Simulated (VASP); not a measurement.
# GaAs (F-43m) in VASP: notebook

The runs below take GaAs through single point, with r2SCAN, PBE.

All numbers are computed with VASP 6.6.1; they aren't measurements. Logs are shortened: lines on timing, memory, paths and dates and some standing lists are left out, and cuts for length are marked.

### Step 1. The cell of the first run

The structure is cubic, space group F-43m (No. 216). Conventional cell: a = 5.666 Å, b = 5.666 Å, c = 5.666 Å, α = 90.00°, β = 90.00°, γ = 90.00°. Within 3.2 Å of Ga (site symmetry -43m) lie 4 As at 2.45 Å. Within 3.2 Å of As (site symmetry -43m) lie 4 Ga at 2.45 Å.

### Step 2. Single point, r2SCAN

Contents of POSCAR:

```
GaAs
1.0
    0.0000000000      2.8330850955      2.8330850955
    2.8330850955      0.0000000000      2.8330850955
    2.8330850955      2.8330850955      0.0000000000
Ga As
1 1
Direct
    0.0000000000      0.0000000000      0.0000000000
    0.2500000000      0.2500000000      0.2500000000
```

Contents of INCAR.step1:

```
SYSTEM = GaAs
PREC = Accurate
ENCUT = 520
ISMEAR = 0
SIGMA = 0.01
LREAL = .False.
LASPH = .True.
NELM = 100
NBANDS = 16
GGA = PE
ALGO = Normal
EDIFF = 1E-4
LWAVE = .True.
LCHARG = .False.
```

Contents of INCAR.step2:

```
SYSTEM = GaAs
PREC = Accurate
ENCUT = 520
EDIFF = 1E-6
ISMEAR = 0
SIGMA = 0.01
LREAL = .False.
LASPH = .True.
NELM = 100
ALGO = Normal
ISIF = 2
LWAVE = .False.
LCHARG = .False.
METAGGA = R2SCAN
LMIXTAU = .True.
NBANDS = 16
ISTART = 1
```

Contents of KPOINTS:

```
regular mesh
0
Gamma
  6 6 6
  0 0 0
```

Potentials or basis: VASP PAW PBE potentials, release 64 (Ga_d, As).

Run with:

```
> cat potpaw_PBE.64/Ga_d/POTCAR potpaw_PBE.64/As/POTCAR > POTCAR
> cp INCAR.step1 INCAR
> mpirun -np 1 vasp_std > vasp.out
> cp INCAR.step2 INCAR
> mpirun -np 1 vasp_std > vasp.out
```

OUTCAR:

```text
SYSTEM = GaAs
   PREC = Accurate
   ENCUT = 520
   EDIFF = 1E-6
   ISMEAR = 0
   LREAL = .False.
   LASPH = .True.
   NELM = 100
   ISIF = 2
   METAGGA = R2SCAN
   ISTART = 1

 ion  position               nearest neighbor table
   1  0.000  0.000  0.000-   2 2.45   2 2.45   2 2.45   2 2.45
   2  0.250  0.250  0.250-   1 2.45   1 2.45   1 2.45   1 2.45

  LATTYP: Found a face centered cubic cell.
 ALAT       =     5.6661701910

  Lattice vectors:

 A1 = (   0.0000000000,   2.8330850955,   2.8330850955)
 A2 = (   2.8330850955,   0.0000000000,   2.8330850955)
 A3 = (   2.8330850955,   2.8330850955,   0.0000000000)

Analysis of symmetry for initial positions (statically):
=====================================================================
 Subroutine PRICEL returns:
 Original cell was already a primitive cell.

 Routine SETGRP: Setting up the symmetry group for a
 face centered cubic supercell.

 Subroutine GETGRP returns: Found 24 space group operations
 (whereof 24 operations were pure point group operations)
 out of a pool of 48 trial point group operations.

The static configuration has the point symmetry T_d .

Analysis of symmetry for dynamics (positions and initial velocities):
=====================================================================
 Subroutine PRICEL returns:
 Original cell was already a primitive cell.

 Routine SETGRP: Setting up the symmetry group for a
 face centered cubic supercell.

 Subroutine GETGRP returns: Found 24 space group operations
 (whereof 24 operations were pure point group operations)
 out of a pool of 48 trial point group operations.

The dynamic configuration has the point symmetry T_d .

 Subroutine INISYM returns: Found 24 space group operations
 (whereof 24 operations are pure point group operations),
 and found     1 'primitive' translations

----------------------------------------------------------------------------------------

                                     Primitive cell

  volume of cell :      45.4788

  direct lattice vectors                    reciprocal lattice vectors
     0.000000000  2.833085095  2.833085095    -0.176486051  0.176486051  0.176486051
     2.833085095  0.000000000  2.833085095     0.176486051 -0.176486051  0.176486051
     2.833085095  2.833085095  0.000000000     0.176486051  0.176486051 -0.176486051

  length of vectors
     4.006587365  4.006587365  4.006587365     0.305682807  0.305682807  0.305682807

  position of ions in fractional coordinates (direct lattice)
     0.000000000  0.000000000  0.000000000
     0.250000000  0.250000000  0.250000000

  ion indices of the primitive-cell ions
   primitive index   ion index
                 1           1
                 2           2

----------------------------------------------------------------------------------------

 KPOINTS: regular mesh

Automatic generation of k-mesh.
 Grid dimensions read from file:
 generate k-points for:    6    6    6

 Generating k-lattice:

  Cartesian coordinates                     Fractional coordinates (reciprocal lattice)
    -0.029414342  0.029414342  0.029414342     0.166666667  0.000000000  0.000000000
     0.029414342 -0.029414342  0.029414342     0.000000000  0.166666667  0.000000000
     0.029414342  0.029414342 -0.029414342     0.000000000  0.000000000  0.166666667

  Length of vectors
     0.050947134  0.050947134  0.050947134

  Shift w.r.t. Gamma in fractional coordinates (k-lattice)
     0.000000000  0.000000000  0.000000000

 Subroutine IBZKPT returns following result:
 ===========================================

 Found     16 irreducible k-points:

 Following reciprocal coordinates:
            Coordinates               Weight
  0.000000  0.000000  0.000000      1.000000
  0.166667  0.000000  0.000000      8.000000
  0.333333  0.000000  0.000000      8.000000
  0.500000  0.000000  0.000000      4.000000
  0.166667  0.166667  0.000000      6.000000
  0.333333  0.166667  0.000000     24.000000
[... 8 lines left out ...]
 -0.333333  0.333333  0.166667     24.000000
 -0.333333  0.500000  0.166667     12.000000
   k-points           NKPTS =     16   k-points in BZ     NKDIM =     16   number of bands    NBANDS=     16
   number of dos      NEDOS =    301   number of ions     NIONS =      2
   total plane-waves  NPLWV =  27000
   dimension x,y,z NGX =    30 NGY =   30 NGZ =   30
   dimension x,y,z NGXF=    60 NGYF=   60 NGZF=   60
   ions per type =               1   1
   NGX,Y,Z   is equivalent  to a cutoff of  12.45, 12.45, 12.45 a.u.
   NGXF,Y,Z  is equivalent  to a cutoff of  24.90, 24.90, 24.90 a.u.
 SYSTEM =  GaAs
   PREC   = accura    normal or accurate (medium, high low for compatibility)
   ISTART =      1    job   : 0-new  1-cont  2-samecut
   ICHARG =      0    charge: 1-file 2-atom 10-const
   ISPIN  =      1    spin polarized calculation?
   LNONCOLLINEAR =      F non collinear calculations
   LSORBIT =      F    spin-orbit coupling
   LASPH  =      T    aspherical Exc in radial PAW
   ENCUT  =  520.0 eV  38.22 Ry    6.18 a.u.   7.45  7.45  7.45*2*pi/ulx,y,z
   NELM   =    100;   NELMIN=  2; NELMDL=  0     # of ELM steps
   EDIFF  = 0.1E-05   stopping-criterion for ELM
   LREAL  =      F    real-space projection
   EDIFFG = 0.1E-04   stopping-criterion for IOM
   NSW    =      0    number of steps for IOM
   IBRION =     -1    ionic relax: 0-MD 1-quasi-New 2-CG
   NFREE  =      0    steps in history (QN), initial steepest desc. (CG)
   ISIF   =      2    stress and relaxation
   ISYM   =      2    0-nonsym 1-usesym 2-fastsym
   POTIM  = 0.5000    time-step for ionic-motion
   TEBEG  =    0.0;   TEEND  =   0.0 temperature during run
   PSTRESS=    0.0 pullay stress
   NELECT =      18.0000    total number of electrons
   NUPDOWN=      -1.0000    fix difference up-down
   EMIN   =  10.00;   EMAX   =-10.00  energy-range for DOS
   EFERMI =   0.00;   METHOD = LEGACY
   ISMEAR =     0;   SIGMA  =   0.01  broadening in eV -4-tet -1-fermi 0-gaus
   EFERMI_NEDOS =   21; number of points for ismear=-14 and -15
   IALGO  =     38    algorithm
   IMIX   =      4    mixing-type and parameters
     AMIX     =   0.40;   BMIX     =  1.00
     AMIX_MAG =   1.60;   BMIX_MAG =  1.00
  volume/ion in A,a.u.               =      22.74       153.45
  Fermi-wavevector in a.u.,A,eV,Ry     =   1.201977  2.271407 19.656990  1.444748
  Thomas-Fermi vector in A             =   2.337771
   LORBIT       =      0    0 simple, 1 ext, 2 COOP (PROOUT), +10 PAW based schemes
   METAGGA = R2SCAN    functional components
   LHFCALC =     F    Hartree Fock is set to
   AEXX    =    0.0000 exact exchange contribution
   IVDW    =     0    specifies the selected vdW correction
   LEPSILON=     F    determine dielectric tensor
   LRPA    =     F    only Hartree local field effects (RPA)
 non-spin polarized calculation
 Gauss-broadening in eV      SIGMA  =   0.01
  energy-cutoff  :      520.00
  volume of cell :       45.48
 maximum number of plane-waves:      1243
 NGX is ok and might be reduce to    30
   NGX = 15   NGY = 15   NGZ = 15

 number of electron      17.9999990 magnetization

 Free energy of the ion-electron system (eV)
  ---------------------------------------------------
  ext. energy  EPLUGINS =         0.00000000
  ---------------------------------------------------
  free energy    TOTEN  =       -27.03619777 eV

  energy without entropy =      -27.03619777  energy(sigma->0) =      -27.03619777

 E-fermi :   3.7075     XC(G=0): -10.2208

 val. band max:        3.6232656083   @ k =   0.0000   0.0000   0.0000
 cond. band min:       4.5658515096   @ k =   0.0000   0.0000   0.0000
 fundamental gap:      0.9425859013
 Fermi energy:         3.7075049750

 k-point     1 :       0.0000    0.0000    0.0000
  band No.  band energies     occupation
      1     -11.6100      2.00000
      2     -11.6100      2.00000
      3     -11.6099      2.00000
      4     -11.5224      2.00000
      5     -11.5224      2.00000
      6      -9.5377      2.00000
[... 8 lines left out ...]
     15      14.2348      0.00000
     16      14.2348      0.00000

 k-point     2 :       0.1667    0.0000    0.0000
  band No.  band energies     occupation
      1     -11.6346      2.00000
      2     -11.6037      2.00000
      3     -11.6037      2.00000
      4     -11.5225      2.00000
      5     -11.5225      2.00000
      6      -9.2034      2.00000
[... 8 lines left out ...]
     15      13.1743      0.00000
     16      13.1989      0.00000

 k-point     3 :       0.3333    0.0000    0.0000
  band No.  band energies     occupation
      1     -11.6769      2.00000
      2     -11.5932      2.00000
      3     -11.5932      2.00000
      4     -11.5208      2.00000
      5     -11.5207      2.00000
      6      -8.3441      2.00000
[... 8 lines left out ...]
     15      13.8317      0.00000
     16      13.8317      0.00000

 k-point     4 :       0.5000    0.0000    0.0000
  band No.  band energies     occupation
      1     -11.6956      2.00000
      2     -11.5892      2.00000
      3     -11.5891      2.00000
      4     -11.5186      2.00000
      5     -11.5186      2.00000
      6      -7.7065      2.00000
[... 8 lines left out ...]
     15      16.1500      0.00000
     16      16.1500      0.00000
[... 172 lines left out ...]
 k-point    14 :       0.5000    0.3333    0.1667
  band No.  band energies     occupation
      1     -11.7021      2.00000
      2     -11.5809      2.00000
      3     -11.5741      2.00000
      4     -11.5330      2.00000
      5     -11.5160      2.00000
      6      -7.6567      2.00000
[... 8 lines left out ...]
     15      15.3824      0.00000
     16      17.4589      0.00000

 k-point    15 :      -0.3333    0.3333    0.1667
  band No.  band energies     occupation
      1     -11.7103      2.00000
      2     -11.5798      2.00000
      3     -11.5688      2.00000
      4     -11.5306      2.00000
      5     -11.5185      2.00000
      6      -7.1360      2.00000
[... 8 lines left out ...]
     15      16.5076      0.00000
     16      17.0012      0.00000

 k-point    16 :      -0.3333    0.5000    0.1667
  band No.  band energies     occupation
      1     -11.7194      2.00000
      2     -11.5717      2.00000
      3     -11.5620      2.00000
      4     -11.5381      2.00000
      5     -11.5148      2.00000
      6      -6.8949      2.00000
[... 8 lines left out ...]
     15      16.4481      0.00000
     16      17.7303      0.00000

------------------------ aborting loop because EDIFF is reached ----------------------------------------

  FORCE on cell =-STRESS in cart. coord.  units (eV):
  Direction    XX          YY          ZZ          XY          YZ          ZX
  --------------------------------------------------------------------------------------
  -------------------------------------------------------------------------------------
  Total        0.0381592      0.0381592      0.0381592     -0.0000000      0.0000000     -0.0000000
  in kB        1.3443165      1.3443165      1.3443165     -0.0000000      0.0000000     -0.0000000
  external PRESSURE =       1.3443165 kB  Pullay stress =       0.0000000 kB

 VOLUME and BASIS-vectors are now :
 -----------------------------------------------------------------------------
  energy-cutoff  :      520.00
  volume of cell :       45.48
      direct lattice vectors                 reciprocal lattice vectors
     0.000000000  2.833085095  2.833085095    -0.176486051  0.176486051  0.176486051
     2.833085095  0.000000000  2.833085095     0.176486051 -0.176486051  0.176486051
     2.833085095  2.833085095  0.000000000     0.176486051  0.176486051 -0.176486051

 POSITION                                       TOTAL-FORCE (eV/Angst)
 -----------------------------------------------------------------------------------
      0.00000      0.00000      0.00000         0.000000      0.000000      0.000000
      1.41654      1.41654      1.41654        -0.000000     -0.000000     -0.000000
 -----------------------------------------------------------------------------------
    total drift:                                0.000001      0.000001      0.000001

  FREE ENERGIE OF THE ION-ELECTRON SYSTEM (eV)
  ---------------------------------------------------
  free  energy   TOTEN  =       -27.0361977674 eV

  energy  without entropy=      -27.0361977674  energy(sigma->0) =      -27.03619777
```

Run time: 46 s. Hardware: 1 thread of Intel Xeon Platinum 8259CL at 2.50GHz (Skylake/Cascade Lake), shared host; peak memory 0.17 GiB.

Results:

* Free energy: -27.0362 eV
* Pressure: 0.1 GPa
* Band gap on the k mesh: 0.94 eV, direct

Caveat: the PAW data sets were made with another functional, which shifts forces and pressure a little. r2SCAN opens gaps a little over a GGA but as a rule still falls short of measured ones.

### Step 3. Single point, PBE

Contents of INCAR:

```
ALGO = Normal ; EDIFF = 1E-6
ENCUT = 520 ; GGA = PE
ISIF = 2 ; ISMEAR = 0
LASPH = T ; LCHARG = T
LELF = T ; LREAL = F
LVHAR = T ; LWAVE = F
NBANDS = 16 ; NELM = 60
PREC = Accurate ; SIGMA = 0.01
```

Contents of KPOINTS:

```
k-points
0
Gamma
  8 8 8
```

POSCAR is that of step 2.

Potentials or basis: VASP PAW PBE potentials, release 64 (Ga_d, As).

Run with:

```
> cat potpaw_PBE.64/Ga_d/POTCAR potpaw_PBE.64/As/POTCAR > POTCAR
> mpirun -np 1 vasp_std > vasp.out
```

OUTCAR:

```text
EDIFF = 1E-6
   ENCUT = 520
   GGA = PE
   ISIF = 2
   ISMEAR = 0
   LASPH = T
   LREAL = F
   NELM = 60
   PREC = Accurate

 ion  position               nearest neighbor table
   1  0.000  0.000  0.000-   2 2.45   2 2.45   2 2.45   2 2.45
   2  0.250  0.250  0.250-   1 2.45   1 2.45   1 2.45   1 2.45

  LATTYP: Found a face centered cubic cell.
 ALAT       =     5.6661701910

  Lattice vectors:

 A1 = (   0.0000000000,   2.8330850955,   2.8330850955)
 A2 = (   2.8330850955,   0.0000000000,   2.8330850955)
 A3 = (   2.8330850955,   2.8330850955,   0.0000000000)
[... 625 lines left out ...]
      4     -10.8529      2.00000
      5     -10.8453      2.00000
      6      -6.7243      2.00000
[... 8 lines left out ...]
     15      15.4632      0.00000
     16      15.9682      0.00000

 [... further k-points ...]
[... 5 lines left out ...]
  --------------------------------------------------------------------------------------
  -------------------------------------------------------------------------------------
  Total        0.8357523      0.8357523      0.8357523      0.0000000      0.0000000      0.0000000
  in kB       29.4428122     29.4428122     29.4428122      0.0000000      0.0000000      0.0000000
  external PRESSURE =      29.4428122 kB  Pullay stress =       0.0000000 kB

 VOLUME and BASIS-vectors are now :
 -----------------------------------------------------------------------------
  energy-cutoff  :      520.00
  volume of cell :       45.48
      direct lattice vectors                 reciprocal lattice vectors
     0.000000000  2.833085095  2.833085095    -0.176486051  0.176486051  0.176486051
     2.833085095  0.000000000  2.833085095     0.176486051 -0.176486051  0.176486051
     2.833085095  2.833085095  0.000000000     0.176486051  0.176486051 -0.176486051

 POSITION                                       TOTAL-FORCE (eV/Angst)
 -----------------------------------------------------------------------------------
      0.00000      0.00000      0.00000        -0.000000     -0.000000      0.000000
      1.41654      1.41654      1.41654         0.000000      0.000000     -0.000000
 -----------------------------------------------------------------------------------
    total drift:                                0.000002      0.000002      0.000002

  FREE ENERGIE OF THE ION-ELECTRON SYSTEM (eV)
  ---------------------------------------------------
  free  energy   TOTEN  =        -8.2531174155 eV

  energy  without entropy=       -8.2531174155  energy(sigma->0) =       -8.25311742
```

stdout:

```text
POSCAR found type information on POSCAR GaAs
 POSCAR found :  2 types and       2 ions
 scaLAPACK will be used
 LDA part: xc-table for (Slater+PW92), standard interpolation
 POSCAR, INCAR and KPOINTS ok, starting setup
 FFT: planning ... GRIDC
 FFT: planning ... GRID_SOFT
 FFT: planning ... GRID
 WAVECAR not read
 entering main loop
```

Wall time 20 s (1 thread of Intel Xeon Platinum 8259CL at 2.50GHz (Skylake/Cascade Lake), shared host); peak memory 0.18 GiB.

What came out:

```
Free energy            : -8.2531 eV
Pressure               : 2.9 GPa
Band gap on the k mesh : 0.47 eV, direct
```
